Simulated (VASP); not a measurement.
# TlOs (L11 type) (R-3m) in VASP: a series of runs, part 2 of 2

VASP 6.6.1. The steps go on from the part before.

**3. Electric field gradients, PBEsol**

The input, INCAR:

```
PREC = Accurate ; ENCUT = 520
EDIFF = 1E-8 ; ISMEAR = -1
SIGMA = 0.05 ; LREAL = False
LASPH = True ; NELM = 60
ALGO = Normal ; ISIF = 2
LWAVE = False ; LCHARG = False
GGA = PS ; LEFG = True
NBANDS = 18
```

The input, KPOINTS:

```
Automatic mesh
0
Gamma
  12 12 12
  0.5 0.5 0.5
```

The input, POSCAR:

```
TlOs
1.0
    1.5374127670     -0.8876256748      4.3915178759
    0.0000000000      1.7752513497      4.3915178759
   -1.5374127670     -0.8876256748      4.3915178759
Os Tl
1 1
Direct
    0.0000000000      0.0000000000      0.0000000000
    0.5000000000      0.5000000000      0.5000000000
```

Potentials or basis: VASP PAW PBE potentials, release 64 (Os, Tl_d).

Command:

```
$ cat potpaw_PBE.64/Os/POTCAR potpaw_PBE.64/Tl_d/POTCAR > POTCAR
$ mpirun -np 1 vasp_std > vasp.out
```

OUTCAR:

```text
PREC = Accurate
   ENCUT = 520
   EDIFF = 1E-8
   ISMEAR = -1
   LREAL = False
   LASPH = True
   NELM = 60
   ISIF = 2
   GGA = PS

 ion  position               nearest neighbor table
   1  0.000  0.000  0.000-   2 2.82   2 2.82   2 2.82   2 2.82   2 2.82   2 2.82
   2  0.500  0.500  0.500-   1 2.82   1 2.82   1 2.82   1 2.82   1 2.82   1 2.82

  LATTYP: Found a trigonal (rhomboedric) cell.
 ALAT       =     4.7367654163
 COS(alpha) =     0.7893084066

  Lattice vectors:

 A1 = (   1.5374127670,  -0.8876256748,   4.3915178759)
 A2 = (   0.0000000000,   1.7752513497,   4.3915178759)
 A3 = (  -1.5374127670,  -0.8876256748,   4.3915178759)

Analysis of symmetry for initial positions (statically):
=====================================================================
 Subroutine PRICEL returns:
 Original cell was already a primitive cell.

 Routine SETGRP: Setting up the symmetry group for a
 trigonal (rhombohedral) supercell.

[... 693 lines left out ...]
     1.537412767 -0.887625675  4.391517876     0.325221704 -0.187766838  0.075903900
     0.000000000  1.775251350  4.391517876     0.000000000  0.375533677  0.075903900
    -1.537412767 -0.887625675  4.391517876    -0.325221704 -0.187766838  0.075903900

 POSITION                                       TOTAL-FORCE (eV/Angst)
 -----------------------------------------------------------------------------------
      0.00000      0.00000      0.00000         0.000000      0.000000      0.000000
      0.00000      0.00000      6.58728        -0.000000     -0.000000     -0.000000
 -----------------------------------------------------------------------------------
    total drift:                               -0.000000     -0.000000      0.000000

  FREE ENERGIE OF THE ION-ELECTRON SYSTEM (eV)
  ---------------------------------------------------
  free  energy   TOTEN  =       -12.6147196915 eV

  energy  without entropy=      -12.5981302538  energy(sigma->0) =      -12.60642497

 Electric field gradients (V/A^2)
---------------------------------------------------------------------
 ion       V_xx      V_yy      V_zz      V_xy      V_xz      V_yz
---------------------------------------------------------------------
   1      62.742    62.742  -125.484    -0.000     0.000    -0.000
   2     201.287   201.287  -402.574     0.000     0.000    -0.000
---------------------------------------------------------------------

 Electric field gradients after diagonalization (V/A^2)
 (convention: |V_zz| > |V_xx| > |V_yy|)
----------------------------------------------------------------------
 ion       V_xx      V_yy      V_zz     asymmetry (V_yy - V_xx)/ V_zz
----------------------------------------------------------------------
   1      62.742    62.742  -125.484       0.000
   2     201.287   201.287  -402.574       0.000
----------------------------------------------------------------------

           NMR quadrupolar parameters

 Cq : quadrupolar parameter    Cq=e*Q*V_zz/h
 eta: asymmetry parameters     (V_yy - V_xx)/ V_zz
 Q  : nuclear electric quadrupole moment in mb (millibarn)
----------------------------------------------------------------------
 ion       Cq(MHz)       eta       Q (mb)
----------------------------------------------------------------------
   1      -0.303       0.000       1.000
   2      -0.973       0.000       1.000
----------------------------------------------------------------------
```

stdout:

```text
POSCAR found type information on POSCAR OsTl
 POSCAR found :  2 types and       2 ions
 scaLAPACK will be used
 -----------------------------------------------------------------------------
|                                                                             |
|                                                                             |
|     You enforced a specific xc type in the INCAR file but a different       |
|     I HOPE YOU KNOW WHAT YOU ARE DOING!                                     |
|                                                                             |
 -----------------------------------------------------------------------------

 LDA part: xc-table for (Slater+PW92), standard interpolation
 POSCAR, INCAR and KPOINTS ok, starting setup
 FFT: planning ... GRIDC
 FFT: planning ... GRID_SOFT
 FFT: planning ... GRID
 WAVECAR not read
 entering main loop
ion   1

ion   2
```

Run time: 3 min. Hardware: 1 thread of Intel Xeon Platinum 8375C at 2.90GHz (Ice Lake), shared host; peak memory 0.29 GiB.

Results:

| Property | Result |
| --- | --- |
| Free energy | -12.6147 eV |
| Pressure | -3.2 GPa |
| Band gap on the k mesh | zero (an odd number of electrons rules out a gap without spin polarisation) |
| Largest electric field gradient by atom | Os -125.5; Tl -402.6 V/Å² |

Stress tensor (GPa, compression positive):
```
-3.48  0.00  0.00
 0.00 -3.48  0.00
 0.00  0.00 -2.68
```

Electric field gradients, principal values (V/Å²):
```csv
atom,least,middle,greatest (by size)
1 Os,62.742,62.742,-125.484
2 Tl,201.287,201.287,-402.574
```

Caveat: the cell stands under tension; without QUAD_EFG the Cq values of the log hold for a quadrupole moment of 1 mb, not for the nuclei; the PAW data sets were made with another functional, which shifts forces and pressure a little; spin-orbit coupling is left out, which moves the levels of the heavy elements.
